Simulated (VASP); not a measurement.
Set up this calculation in VASP 6.6.1, as the native input.

```yaml
Task: single point
Functional: r2SCAN
Potentials_or_basis: VASP PAW PBE potentials, release 64 (Cs_sv, Sn_d, Br)
Cutoff: 550 eV
k_mesh: 4 × 4 × 4
Occupations: gaussian, width 0.01 eV
Spin: no spin polarisation
Dipole_correction: no
Further_INCAR_settings: ALGO = Normal; EDIFF = 1e-06; NBANDS = 30
```

The system is CsSnBr3.

```
Cs Sn Br
1.0
     5.84109    0.00000    0.00000
     0.00000    5.84109    0.00000
     0.00000    0.00000    5.84109
Cs Sn Br
1 1 3
Direct
  0.00000 0.00000 0.00000
  0.50000 0.50000 0.50000
  0.50000 0.00000 0.50000
  0.50000 0.50000 0.00000
  0.00000 0.50000 0.50000
```

The input as run:

POSCAR

```
CsSnBr3
1.0
    5.8410918105      0.0000000000      0.0000000000
    0.0000000000      5.8410918105      0.0000000000
    0.0000000000      0.0000000000      5.8410918105
Cs Sn Br
1 1 3
Direct
    0.0000000000      0.0000000000      0.0000000000
    0.5000000000      0.5000000000      0.5000000000
    0.5000000000      0.0000000000      0.5000000000
    0.5000000000      0.5000000000      0.0000000000
    0.0000000000      0.5000000000      0.5000000000
```

INCAR.step1

```
ALGO = Normal
EDIFF = 1E-5
ENCUT = 550
GGA = PE
GGA_COMPAT = F
ISMEAR = 0
LASPH = T
LCHARG = F
LREAL = F
LWAVE = T
NBANDS = 30
NELM = 120
PREC = Accurate
SIGMA = 0.01
```

INCAR.step2

```
ALGO = Normal
EDIFF = 1E-6
ENCUT = 550
GGA_COMPAT = F
ISIF = 2
ISMEAR = 0
ISTART = 1
LASPH = T
LCHARG = T
LELF = T
LMIXTAU = T
LREAL = F
LVHAR = T
LWAVE = F
METAGGA = R2SCAN
NBANDS = 30
NELM = 120
PREC = Accurate
SIGMA = 0.01
```

KPOINTS

```
k-points
0
Gamma
  4 4 4
```

Potentials or basis: VASP PAW PBE potentials, release 64 (Cs_sv, Sn_d, Br).

Run with:

```sh
$ cat potpaw_PBE.64/Cs_sv/POTCAR potpaw_PBE.64/Sn_d/POTCAR potpaw_PBE.64/Br/POTCAR > POTCAR
$ cp INCAR.step1 INCAR
$ mpirun -np 1 vasp_std > vasp.out
$ cp INCAR.step2 INCAR
$ mpirun -np 1 vasp_std > vasp.out
```

Results of the run:

```
Pressure               : 0.0 GPa
Band gap on the k mesh : 0.69 eV, direct
```

Caveat: the PAW data sets were made with another functional, which shifts forces and pressure a little; spin-orbit coupling is left out, which moves the levels of the heavy elements.

It took 2.8 min on 1 thread of Intel(R) Xeon(R) Platinum 8488C (Sapphire Rapids) (shared host), peak memory 0.4 GiB.
